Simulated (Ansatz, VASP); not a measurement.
## KF: VASP beside Ansatz

The input INCAR:

```
SYSTEM = KF
  PREC = Accurate
  ENCUT = 520
  EDIFF = 1E-6
  ISMEAR = 0
  SIGMA = 0.05
  LREAL = .FALSE.
  LASPH = .TRUE.
  NELM = 80
  ALGO = Normal
  ISIF = 2
  LWAVE = .FALSE.
  LCHARG = .FALSE.
  GGA = CA
  NBANDS = 15
```

Contents of KPOINTS:

```
Automatic mesh
0
G
  8 8 8
  0 0 0
```

File POSCAR:

```
KF
1.0
    0.0546098866      2.5673347298      2.5673347298
    2.5673347298      0.0546098866      2.5673347298
    2.5673347298      2.5673347298      0.0546098866
K F
1 1
Direct
    0.0000000000      0.0000000000      0.0000000000
    0.5000000000      0.5000000000      0.5000000000
```

Input for Ansatz:

```yaml
crystal:
  lattice:
    - [0.0546098866, 2.5673347298, 2.5673347298]
    - [2.5673347298, 0.0546098866, 2.5673347298]
    - [2.5673347298, 2.5673347298, 0.0546098866]
  atoms:
    - { symbol: K, position: [0.0, 0.0, 0.0] }
    - { symbol: F, position: [0.5, 0.5, 0.5] }
basis:
  ecutwfc: 520.0
kpoints:
  mp_grid: { grid: [8, 8, 8] }
hamiltonian:
  xc: lda
scf:
  occupations: { method: gaussian, width: 0.05 }
output:
  forces: true
  stress: true
  eigenvalues: true
```

Alike in both runs: task single point; functional LDA; k mesh 8 × 8 × 8; occupations gaussian, width 0.05 eV; no spin polarisation.

|  | VASP | Ansatz |
| --- | --- | --- |
| version | VASP 6.6.1 | Ansatz 0.2.0 |
| potentials or method | VASP PAW LDA potentials, release 64 (K_sv, F), cutoff 520 eV | scalar-relativistic, plane waves, PAW |
| valence electrons in the cell | 16 | 16 |

|  | VASP | Ansatz | Ansatz less VASP |
| --- | --- | --- | --- |
| gap on the k mesh at the Fermi level (eV) | 6.62 | 6.64 | +0.021 |
| least direct gap on the mesh (eV) | 6.62 | 6.64 | +0.021 |
| pressure (GPa) | 2.7 | 2.4 | -0.34 |
| traceless stress, the component that is largest in VASP (GPa) | -0.27 | -0.28 | -0.009 |

LDA's correlation is that of Perdew and Zunger in VASP and of Perdew and Wang (1992) in Ansatz.
